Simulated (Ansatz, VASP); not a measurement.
## AlO5 in VASP and in Ansatz

```xyz
12
Lattice="2.9401 0.0000 0.0000 0.0000 3.7073 0.0000 0.0000 0.0000 14.7960" Properties=species:S:1:pos:R:3 pbc="T T T"
Al    1.4700    0.0000   13.9701
Al    0.0000    1.8537    0.8258
O     0.0000    1.8537    5.7100
O     0.0000    1.8537    6.9224
O     1.4700    0.0000    9.0860
O     1.4700    0.0000    7.8736
O     0.0000    0.0000   12.7560
O     0.0000    0.0000   11.4048
O     1.4700    1.8537   14.3587
O     1.4700    1.8537    2.0399
O     1.4700    1.8537    3.3911
O     0.0000    0.0000    0.4373
```

Alike in both runs: functional PBE; k mesh 6 × 4 × 2; occupations gaussian, width 0.2 eV; no spin polarisation.

Ansatz relaxed the structure, and its values are those at the end. VASP's run is a single point on that final structure, the one shown.

|  | VASP | Ansatz |
| --- | --- | --- |
| version | VASP 6.6.1 | Ansatz 0.2.0 |
| potentials or method | VASP PAW PBE potentials, release 64 (Al, O), cutoff 520 eV | scalar-relativistic, plane waves, PAW |
| valence electrons in the cell | 66 | 66 |

|  | VASP | Ansatz | Ansatz less VASP |
| --- | --- | --- | --- |
| gap on the k mesh at the Fermi level (eV) | none | none | - |
| pressure (GPa) | 1.3 | 0.2 | -1.04 |
| rms of the force components (eV/Å) | 0.422 | 0.012 | -0.4103 |

A gap of «none» marks a metal or a gap that the smearing closes. With one functional, cell and mesh, what is left measures potentials, basis and numerics.

The k mesh is coarse, so the values compare programs but aren't converged. Noted on VASP's run: the standard files for N, O and F lose accuracy on very short bonds.
